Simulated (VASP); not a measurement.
# H2PbO3 (P6mm) in VASP: relaxation of cell and atoms with PBE

Aim: the relaxation of cell and atoms of H2PbO3 with PBE.

Program: VASP 6.6.1. These are calculated values, not measurements. Logs are shortened: lines on timing, memory, paths and dates and some standing lists are left out, and cuts for length are marked.

## Step 1: The cell of the first run

The structure is hexagonal, space group P6mm (No. 183). Conventional cell: a = 4.586 Å, b = 4.586 Å, c = 3.650 Å, α = 90.00°, β = 90.00°, γ = 120.00°. Within 1.8 Å of H (site symmetry 3m) lie 3 O at 1.34 Å. Within 3.5 Å of Pb (site symmetry 6mm) lie 12 O at 2.64 to 3.28 Å and 12 H at 3.04 to 3.42 Å. Within 1.8 Å of O (site symmetry 2mm) lie 2 H at 1.34 Å.

The cell was generated, and may not be a known phase.

## Step 2: Relaxation of cell and atoms, PBE

INCAR

```
ALGO     = Normal         # electronic algorithm
EDIFF    = 1E-7           # SCF threshold, eV
EDIFFG   = -0.01          # ionic threshold
ENCUT    = 910            # plane-wave cutoff, eV
GGA      = PE             # functional
GGA_COMPAT= F            
IBRION   = 2              # ionic algorithm
ISIF     = 3              # what is computed and relaxed
ISMEAR   = 0              # smearing method
LASPH    = T              # aspherical terms in the spheres
LCHARG   = F              # write CHGCAR
LREAL    = F              # projectors in reciprocal space
LWAVE    = F              # write WAVECAR
NELM     = 120            # most SCF steps
NELMIN   = 4            
NSW      = 100            # ionic steps
PREC     = Accurate       # precision mode
SIGMA    = 0.1            # smearing width, eV
```

KPOINTS

```
k-points
0
Gamma
  12 12 10
```

POSCAR

```
H2PbO3
1.0
    4.5857202260      0.0000000000      0.0000000000
   -2.2928601130      3.9713502104      0.0000000000
    0.0000000000      0.0000000000      3.6496739551
H Pb O
2 1 3
Direct
    0.6666666667      0.3333333333      0.2727875774
    0.3333333333      0.6666666667      0.2727875774
    0.0000000000      0.0000000000      0.6795204384
    0.5000000000      0.5000000000      0.3228471189
    0.5000000000      0.0000000000      0.3228471189
    0.0000000000      0.5000000000      0.3228471189
```

Potentials or basis: VASP PAW PBE potentials, release 64 (H_h, Pb_d, O_h).

On the command line:

```bash
$ cat potpaw_PBE.64/H_h/POTCAR potpaw_PBE.64/Pb_d/POTCAR potpaw_PBE.64/O_h/POTCAR > POTCAR
$ mpirun -np 1 vasp_std > vasp.out
```

OUTCAR:

```text
EDIFF = 1E-7
   EDIFFG = -0.01
   ENCUT = 910
   GGA = PE
   IBRION = 2
   ISIF = 3
   ISMEAR = 0
   LASPH = T
   LREAL = F
   NELM = 120
   NELMIN = 4
   NSW = 100
   PREC = Accurate

 ion  position               nearest neighbor table
   1  0.667  0.333  0.273-
   2  0.333  0.667  0.273-
   3  0.000  0.000  0.680-   5 2.64   5 2.64   6 2.64   6 2.64   4 2.64   4 2.64
   4  0.500  0.500  0.323-   3 2.64   3 2.64
   5  0.500  0.000  0.323-   3 2.64   3 2.64
   6  0.000  0.500  0.323-   3 2.64   3 2.64

  LATTYP: Found a hexagonal cell.
 ALAT       =     4.5857202260
 C/A-ratio  =     0.7958780247

  Lattice vectors:

 A1 = (   4.5857202260,   0.0000000000,   0.0000000000)
 A2 = (  -2.2928601130,   3.9713502104,   0.0000000000)
 A3 = (   0.0000000000,   0.0000000000,   3.6496739551)

Analysis of symmetry for initial positions (statically):
=====================================================================
 Subroutine PRICEL returns:
 Original cell was already a primitive cell.

 Routine SETGRP: Setting up the symmetry group for a
 hexagonal supercell.

 Subroutine GETGRP returns: Found 12 space group operations
 (whereof 12 operations were pure point group operations)
 out of a pool of 24 trial point group operations.

The static configuration has the point symmetry C_6v.

Analysis of symmetry for dynamics (positions and initial velocities):
=====================================================================
 Subroutine PRICEL returns:
 Original cell was already a primitive cell.

 Routine SETGRP: Setting up the symmetry group for a
 hexagonal supercell.

 Subroutine GETGRP returns: Found 12 space group operations
 (whereof 12 operations were pure point group operations)
 out of a pool of 24 trial point group operations.

The dynamic configuration has the point symmetry C_6v.

 Subroutine INISYM returns: Found 12 space group operations
 (whereof 12 operations are pure point group operations),
 and found     1 'primitive' translations

----------------------------------------------------------------------------------------

                                     Primitive cell

  volume of cell :      66.4660

  direct lattice vectors                    reciprocal lattice vectors
     4.585720226  0.000000000  0.000000000     0.218068253  0.125901765  0.000000000
    -2.292860113  3.971350210  0.000000000     0.000000000  0.251803530  0.000000000
     0.000000000  0.000000000  3.649673955     0.000000000  0.000000000  0.273997078

  length of vectors
     4.585720226  4.585720226  3.649673955     0.251803530  0.251803530  0.273997078

  position of ions in fractional coordinates (direct lattice)
     0.666666667  0.333333333  0.272787577
     0.333333333  0.666666667  0.272787577
     0.000000000  0.000000000  0.679520438
     0.500000000  0.500000000  0.322847119
     0.500000000  0.000000000  0.322847119
     0.000000000  0.500000000  0.322847119

  ion indices of the primitive-cell ions
   primitive index   ion index
                 1           1
                 2           2
                 3           3
                 4           4
                 5           5
                 6           6

----------------------------------------------------------------------------------------

 KPOINTS: k-points

Automatic generation of k-mesh.
 Grid dimensions read from file:
 generate k-points for:   12   12   10

 Generating k-lattice:

  Cartesian coordinates                     Fractional coordinates (reciprocal lattice)
     0.018172354  0.010491814  0.000000000     0.083333333  0.000000000  0.000000000
     0.000000000  0.020983627  0.000000000     0.000000000  0.083333333  0.000000000
     0.000000000  0.000000000  0.027399708     0.000000000  0.000000000  0.100000000

  Length of vectors
     0.020983627  0.020983627  0.027399708

  Shift w.r.t. Gamma in fractional coordinates (k-lattice)
     0.000000000  0.000000000  0.000000000

 Subroutine IBZKPT returns following result:
 ===========================================

 Found    114 irreducible k-points:
[... 33 lines left out ...]
   ions per type =               2   1   3
   NGX,Y,Z   is equivalent  to a cutoff of  17.40, 17.40, 16.40 a.u.
   NGXF,Y,Z  is equivalent  to a cutoff of  34.80, 34.80, 32.80 a.u.
 SYSTEM =  unknown system
   PREC   = accura    normal or accurate (medium, high low for compatibility)
   ISTART =      0    job   : 0-new  1-cont  2-samecut
   ICHARG =      2    charge: 1-file 2-atom 10-const
   ISPIN  =      1    spin polarized calculation?
   LNONCOLLINEAR =      F non collinear calculations
   LSORBIT =      F    spin-orbit coupling
   LASPH  =      T    aspherical Exc in radial PAW
   ENCUT  =  910.0 eV  66.88 Ry    8.18 a.u.  11.28 11.28  8.98*2*pi/ulx,y,z
   NELM   =    120;   NELMIN=  4; NELMDL= -5     # of ELM steps
   EDIFF  = 0.1E-06   stopping-criterion for ELM
   LREAL  =      F    real-space projection
   EDIFFG = -.1E-01   stopping-criterion for IOM
   NSW    =    100    number of steps for IOM
   IBRION =      2    ionic relax: 0-MD 1-quasi-New 2-CG
   NFREE  =      1    steps in history (QN), initial steepest desc. (CG)
   ISIF   =      3    stress and relaxation
   ISYM   =      2    0-nonsym 1-usesym 2-fastsym
   POTIM  = 0.5000    time-step for ionic-motion
   TEBEG  =    0.0;   TEEND  =   0.0 temperature during run
   PSTRESS=    0.0 pullay stress
   NELECT =      34.0000    total number of electrons
   NUPDOWN=      -1.0000    fix difference up-down
   EMIN   =  10.00;   EMAX   =-10.00  energy-range for DOS
   EFERMI =   0.00;   METHOD = LEGACY
   ISMEAR =     0;   SIGMA  =   0.10  broadening in eV -4-tet -1-fermi 0-gaus
   EFERMI_NEDOS =   21; number of points for ismear=-14 and -15
   IALGO  =     38    algorithm
   IMIX   =      4    mixing-type and parameters
     AMIX     =   0.40;   BMIX     =  1.00
     AMIX_MAG =   1.60;   BMIX_MAG =  1.00
  volume/ion in A,a.u.               =      11.08        74.76
  Fermi-wavevector in a.u.,A,eV,Ry     =   1.309286  2.474192 23.323514  1.714230
  Thomas-Fermi vector in A             =   2.439895
   LORBIT       =      0    0 simple, 1 ext, 2 COOP (PROOUT), +10 PAW based schemes
   GGA     = PE    functional components
   LHFCALC =     F    Hartree Fock is set to
   AEXX    =    0.0000 exact exchange contribution
   IVDW    =     0    specifies the selected vdW correction
   LEPSILON=     F    determine dielectric tensor
   LRPA    =     F    only Hartree local field effects (RPA)
 conjugate gradient relaxation of ions
 non-spin polarized calculation
 Gauss-broadening in eV      SIGMA  =   0.10
  energy-cutoff  :      910.00
  volume of cell :       66.47
 maximum number of plane-waves:      4170
 NGX is ok and might be reduce to    48
   NGX = 23   NGY = 23   NGZ = 17

--------------------------------------- Ionic step        1  -------------------------------------------

 number of electron      34.0000000 magnetization

 Free energy of the ion-electron system (eV)
  ---------------------------------------------------
  ext. energy  EPLUGINS =         0.00000000
  ---------------------------------------------------
  free energy    TOTEN  =       -25.95663456 eV

  energy without entropy =      -25.93731996  energy(sigma->0) =      -25.94697726

------------------------ aborting loop because EDIFF is reached ----------------------------------------

  FORCE on cell =-STRESS in cart. coord.  units (eV):
  Direction    XX          YY          ZZ          XY          YZ          ZX
  --------------------------------------------------------------------------------------
  -------------------------------------------------------------------------------------
  Total       -0.1801833     -0.1801833     -0.0334415      0.0000000      0.0000000     -0.0000000
  in kB       -4.3433542     -4.3433542     -0.8061151      0.0000000      0.0000000     -0.0000000
  external PRESSURE =      -3.1642745 kB  Pullay stress =       0.0000000 kB

 VOLUME and BASIS-vectors are now :
 -----------------------------------------------------------------------------
  energy-cutoff  :      910.00
  volume of cell :       66.47
      direct lattice vectors                 reciprocal lattice vectors
     4.585720226  0.000000000  0.000000000     0.218068253  0.125901765  0.000000000
    -2.292860113  3.971350210  0.000000000     0.000000000  0.251803530  0.000000000
     0.000000000  0.000000000  3.649673955     0.000000000  0.000000000  0.273997078

 POSITION                                       TOTAL-FORCE (eV/Angst)
 -----------------------------------------------------------------------------------
      2.29286      1.32378      0.99559        -0.000000     -0.000000      0.001059
     -0.00000      2.64757      0.99559         0.000000     -0.000000      0.001059
      0.00000      0.00000      2.48003        -0.000000     -0.000000     -0.023081
      1.14643      1.98568      1.17829         0.000000     -0.000000      0.006988
      2.29286      0.00000      1.17829         0.000000     -0.000000      0.006988
     -1.14643      1.98568      1.17829        -0.000000      0.000000      0.006988
 -----------------------------------------------------------------------------------
    total drift:                                0.000000      0.000000     -0.003171

  FREE ENERGIE OF THE ION-ELECTRON SYSTEM (eV)
  ---------------------------------------------------
  free  energy   TOTEN  =       -25.9566345601 eV

  energy  without entropy=      -25.9373199559  energy(sigma->0) =      -25.94697726

--------------------------------------- Ionic step        2  -------------------------------------------

 number of electron      34.0000000 magnetization

 Free energy of the ion-electron system (eV)
  ---------------------------------------------------
  ext. energy  EPLUGINS =         0.00000000
  ---------------------------------------------------
  free energy    TOTEN  =       -25.95688393 eV

  energy without entropy =      -25.93762041  energy(sigma->0) =      -25.94725217

 E-fermi :   3.2311     XC(G=0):  -9.9212

 val. band max:        3.2301614792   @ k =   0.1667   0.0833   0.3000
 cond. band min:       3.2338665062   @ k =   0.4167   0.1667   0.0000
 fundamental gap:      0.0037050270
 Fermi energy:         3.2311027896

 k-point     1 :       0.0000    0.0000    0.0000
  band No.  band energies     occupation
      1     -16.3053      2.00000
      2     -13.2086      2.00000
      3     -13.2086      2.00000
      4     -12.7521      2.00000
      5     -12.5906      2.00000
      6     -12.5906      2.00000
[... 565 lines left out ...]
     20       8.9941      0.00000
     21       9.2197      0.00000

 [... further k-points ...]

------------------------ aborting loop because EDIFF is reached ----------------------------------------

  FORCE on cell =-STRESS in cart. coord.  units (eV):
  Direction    XX          YY          ZZ          XY          YZ          ZX
  --------------------------------------------------------------------------------------
  -------------------------------------------------------------------------------------
  Total        0.0283787      0.0283787      0.0112747      0.0000000     -0.0000000      0.0000000
  in kB        0.6862440      0.6862440      0.2726406      0.0000000     -0.0000000      0.0000000
  external PRESSURE =       0.5483762 kB  Pullay stress =       0.0000000 kB

 VOLUME and BASIS-vectors are now :
 -----------------------------------------------------------------------------
  energy-cutoff  :      910.00
  volume of cell :       66.26
      direct lattice vectors                 reciprocal lattice vectors
     4.579076649  0.000000000 -0.000000000     0.218384639  0.126084430 -0.000000000
    -2.289538325  3.965596704  0.000000000    -0.000000000  0.252168860 -0.000000000
     0.000000000  0.000000000  3.648692613     0.000000000  0.000000000  0.274070772

 POSITION                                       TOTAL-FORCE (eV/Angst)
 -----------------------------------------------------------------------------------
      2.28954      1.32187      0.99537        -0.000000     -0.000000     -0.005574
     -0.00000      2.64373      0.99537        -0.000000     -0.000000     -0.005574
      2.28954      3.96560      2.47825        -0.000000     -0.000000     -0.005809
      1.14477      1.98280      1.17831         0.000000      0.000000      0.005652
      0.00000      3.96560      1.17831         0.000000      0.000000      0.005652
     -1.14477      1.98280      1.17831         0.000000      0.000000      0.005652
 -----------------------------------------------------------------------------------
    total drift:                                0.000000      0.000000     -0.002956

  FREE ENERGIE OF THE ION-ELECTRON SYSTEM (eV)
  ---------------------------------------------------
  free  energy   TOTEN  =       -25.9568839347 eV

  energy  without entropy=      -25.9376204141  energy(sigma->0) =      -25.94725217

 reached required accuracy - stopping structural energy minimisation
```

It took 6.1 min on 1 thread of Intel Xeon Platinum 8488C (Sapphire Rapids), shared host; peak memory 0.54 GiB.

What came out:

```yaml
Free_energy: -25.9569 eV
Relaxed_volume: 11.04 Å³/atom
Relaxed_cell: a = 4.579 Å, b = 4.579 Å, c = 3.649 Å, α = 90.00°, β = 90.00°, γ = 120.00°
Space_group_after_relaxing_to_0.1_Å: P6mm (No. 183)
Energy_gained_by_relaxing: 0.0 meV/atom
Ionic_steps: 2
Pressure_after_relaxing: 0.1 GPa
Largest_force_after_relaxing: 0.006 eV/Å
Band_gap_on_the_k_mesh: zero (bands 17 and 18 overlap by 1.12 eV)
```

Forces in eV/Å, atoms in the order of the input:
```
H    0.000  0.000 -0.006
H    0.000  0.000 -0.006
Pb   0.000  0.000 -0.006
O    0.000  0.000  0.006
O    0.000  0.000  0.006
O    0.000  0.000  0.006
```

Step by step:
| step | energy change (eV) | largest force (eV/Å) | pressure (GPa) | volume (Å³) |
| --- | --- | --- | --- | --- |
| 1 | 0.0000 | 0.0231 | -0.32 | 66.47 |
| 2 | -0.0002 | 0.0058 | 0.05 | 66.26 |

Final structure:
```
CELL_PARAMETERS angstrom
4.57908 0.00000 0.00000
-2.28954 3.96560 0.00000
0.00000 0.00000 3.64869
ATOMIC_POSITIONS crystal
H 0.66667 0.33333 0.27280
H 0.33333 0.66667 0.27280
Pb 0.00000 0.00000 0.67922
O 0.50000 0.50000 0.32294
O 0.50000 0.00000 0.32294
O 0.00000 0.50000 0.32294
```

Levels at points of the mesh, in eV from the Fermi level:
| k point | band 13 | band 14 | band 15 | band 16 | band 17 | band 18 | band 19 | band 20 | band 21 |
| --- | --- | --- | --- | --- | --- | --- | --- | --- | --- |
| (0.00, 0.00, 0.00) | -2.78 | -0.68 | -0.68 | 0.37 | 0.37 | 0.44 | 5.32 | 6.43 | 6.43 |
| (0.50, 0.00, 0.00) | -2.22 | -1.82 | -1.65 | -1.01 | -0.76 | 0.49 | 2.99 | 5.60 | 6.75 |
| (0.00, 0.00, 0.50) | -1.43 | -1.08 | -1.08 | 0.43 | 0.43 | 0.46 | 1.24 | 5.08 | 5.08 |
| (0.50, 0.00, 0.50) | -3.43 | -2.14 | -1.81 | -1.42 | -1.10 | 0.49 | 3.51 | 5.70 | 5.73 |

Caveat: spin-orbit coupling is left out, which moves the levels of the heavy elements.
